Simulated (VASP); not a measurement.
Write the native input for VASP 6.6.1 that does the following.

```
Task                   : single point
Functional             : PBE
Potentials or basis    : VASP PAW PBE potentials, release 64 (Cd, Se)
Cutoff                 : 500 eV
k mesh                 : 9 × 9 × 4
Occupations            : gaussian, width 0.05 eV
Spin                   : no spin polarisation
Dipole correction      : no
Further INCAR settings : ALGO = Normal; EDIFF = 1e-06; NBANDS = 26
```

The structure of CdSe lies in POSCAR:

```
CdSe
1.0
    4.2984999142      0.0000000000      0.0000000000
   -2.1492499571      3.7226101239      0.0000000000
    0.0000000000      0.0000000000      7.0152000000
Cd Se
2 2
Direct
    0.6666666667      0.3333333333      0.0000000000
    0.3333333333      0.6666666667      0.5000000000
    0.6666666667      0.3333333333      0.3678726195
    0.3333333333      0.6666666667      0.8678726195
```

This cell differs from its parent crystal: all Se atoms moved -0.050 Å, as atom 3 along Cartesian [0 0 1].

The input as run:

INCAR

```
PREC     = Accurate       # precision mode
ENCUT    = 500            # plane-wave cutoff, eV
EDIFF    = 1E-6           # SCF threshold, eV
ISMEAR   = 0              # smearing method
SIGMA    = 0.05           # smearing width, eV
LREAL    = False          # projectors in reciprocal space
LASPH    = True           # aspherical terms in the spheres
NELM     = 120            # most SCF steps
ALGO     = Normal         # electronic algorithm
ISIF     = 2              # what is computed and relaxed
LWAVE    = False          # write WAVECAR
LCHARG   = False          # write CHGCAR
GGA      = PE             # functional
NBANDS   = 26             # bands
GGA_COMPAT= False
```

KPOINTS

```
Automatic mesh
0
Gamma
  9 9 4
```

Potentials or basis: VASP PAW PBE potentials, release 64 (Cd, Se).

The run is started by

```console
$ cat potpaw_PBE.64/Cd/POTCAR potpaw_PBE.64/Se/POTCAR > POTCAR
$ mpirun -np 1 vasp_std > vasp.out
```

It gave:

```yaml
Pressure: 3.4 GPa
Largest_force: 0.308 eV/Å
Band_gap_on_the_k_mesh: 0.65 eV
```

Caveat: the cell differs from its parent crystal (all Se atoms moved -0.050 Å, as atom 3 along Cartesian [0 0 1]); the cell stands under pressure; semilocal functionals underestimate gaps, and a narrow one can read as zero.

Run time: 2 min on 1 thread of Intel Xeon 8259CL, on a shared host, peak memory 0.27 GiB.
